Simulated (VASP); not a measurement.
H:

```
H
1.0
     0.00000    2.23228    2.23228
     2.23228    0.00000    2.23228
     2.23228    2.23228    0.00000
H
2
Direct
  0.00000 0.00000 0.00000
  0.25000 0.25000 0.25000
```

- Program: VASP 6.6.1
- Task: relaxation of cell and atoms
- Functional: PBE
- Potentials or basis: VASP PAW PBE potentials, release 64 (H)
- Cutoff: 600 eV
- k mesh: 14 × 14 × 14
- Occupations: fermi-dirac, width 0.05 eV
- Spin: no spin polarisation

At the start: pressure -15.4 GPa; volume 11.12 Å³/atom.

Problem. How do energy, volume and symmetry change on relaxing?

Solution. Over 10 steps the energy falls by 841.1 meV/atom and the volume is 3.42 Å³/atom (-69.3 %); space group Fd-3m (No. 227, to 0.05 Å).

The path:
```tsv
step	energy change (eV)	largest force (eV/Å)	pressure (GPa)	volume (Å³)
1	0.0000	0.0000	-15.40	22.25
2	-0.3350	0.0000	-17.50	18.98
3	-1.3001	0.0000	-20.35	11.13
4	1.0891	0.0000	418.16	2.53
5	-1.5509	0.0000	-16.17	8.98
6	-1.6632	0.0000	10.27	6.20
7	-1.6812	0.0000	-1.88	6.98
8	-1.6820	0.0000	0.66	6.78
9	-1.6821	0.0000	0.30	6.81
10	-1.6821	0.0000	-0.02	6.84
```

Final structure:
```
H
1.0
     0.00000    1.50630    1.50630
     1.50630    0.00000    1.50630
     1.50630    1.50630    0.00000
H
2
Direct
  0.00000 0.00000 0.00000
  0.25000 0.25000 0.25000
```

Caveat: the volume moved by over 15 % at a fixed basis, so the end points are rough.
